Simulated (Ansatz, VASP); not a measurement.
## TiAl3 in VASP and in Ansatz

```
Ti Al
1.0
     4.08336    0.00000    0.00000
     0.00000    4.08336    0.00000
     0.00000    0.00000    4.08336
Ti Al
1 3
Direct
  0.00000 0.00000 0.00000
  0.50000 0.50000 0.00000
  0.50000 0.00000 0.50000
  0.00000 0.50000 0.50000
```

Alike in both runs: task single point; functional r2SCAN; k mesh 10 × 10 × 10; occupations gaussian, width 0.1 eV; no spin polarisation.

|  | VASP | Ansatz |
| --- | --- | --- |
| version | VASP 6.6.1 | Ansatz 0.2.0 |
| potentials or method | VASP PAW PBE potentials, release 64 (Ti_sv, Al), cutoff 520 eV | scalar-relativistic, plane waves, PAW |
| valence electrons in the cell | 21 | 21 |

VASP gave:

| Property | Result |
| --- | --- |
| gap on the k mesh at the Fermi level (eV) | none |
| pressure (GPa) | -9.2 |

Question: Which values does Ansatz return?

Answer: gap on the k mesh at the Fermi level (eV): none; pressure (GPa): -9.1.

VASP's potentials were made for PBE, not for r2SCAN. A gap of «none» marks a metal or a gap that the smearing closes.
